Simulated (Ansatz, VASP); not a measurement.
**Two plane-wave programs on TiN**

```
Ti N
1.0
     0.00000    2.10119    2.10119
     2.10119    0.00000    2.10119
     2.10119    2.10119    0.00000
Ti N
1 1
Direct
  0.00000 0.00000 0.00000
  0.50000 0.50000 0.50000
```

Alike in both runs: task single point; functional LDA; k mesh 11 × 11 × 11; occupations fermi-dirac, width 0.1 eV; no spin polarisation.

```csv
,VASP,Ansatz
version,VASP 6.6.1,Ansatz 0.2.0
potentials or method,"VASP PAW LDA potentials, release 64 (Ti_sv, N), cutoff 520 eV","plane waves, PAW"
valence electrons in the cell,17,17
```

```tsv
	VASP	Ansatz	Ansatz less VASP
pressure (GPa)	-5.5	-6.5	-0.96
```

LDA's correlation is that of Perdew and Zunger in VASP and of Perdew and Wang (1992) in Ansatz.
